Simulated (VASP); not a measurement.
Set up this calculation in VASP 6.6.1, as the native input.

| Property | Result |
| --- | --- |
| Task | single point |
| Functional | LDA |
| Potentials or basis | VASP PAW LDA potentials, release 64 (Ca_sv) |
| Cutoff | 520 eV |
| k mesh | 7 × 7 × 7 |
| Occupations | gaussian, width 0.1 eV |
| Spin | no spin polarisation |
| Dipole correction | no |
| Further INCAR settings | ALGO = Normal; EDIFF = 1e-06; NBANDS = 11 |

The structure of Ca lies in POSCAR:

```
Ca
1.0
    0.0000000000      2.6721953358      2.6721953358
    2.6721953358      0.0000000000      2.6721953358
    2.6721953358      2.6721953358      0.0000000000
Ca
1
Direct
    0.0000000000      0.0000000000      0.0000000000
```

The input as run:

INCAR

```
SYSTEM = Ca
ALGO = Normal
EDIFF = 1E-6
ENCUT = 520
GGA = CA
ISIF = 2
ISMEAR = 0
LASPH = .TRUE.
LCHARG = .FALSE.
LREAL = .FALSE.
LWAVE = .FALSE.
NBANDS = 11
NELM = 100
PREC = Accurate
SIGMA = 0.1
```

KPOINTS

```
k-points
0
G
  7 7 7
  0 0 0
```

Potentials or basis: VASP PAW LDA potentials, release 64 (Ca_sv).

Launch:

```sh
$ cat potpaw_LDA.64/Ca_sv/POTCAR > POTCAR
$ mpirun -np 1 vasp_std > vasp.out
```

Results of the run:

- Pressure: 0.0 GPa
- Band gap on the k mesh: zero (band 5 reaches 2.25 eV, above the bottom of band 6 at 2.23 eV)

Run time: 6.2 s on 1 thread of Intel(R) Xeon(R) Platinum 8259CL CPU @ 2.50GHz (Skylake/Cascade Lake), on a shared host, peak memory 0.14 GiB.
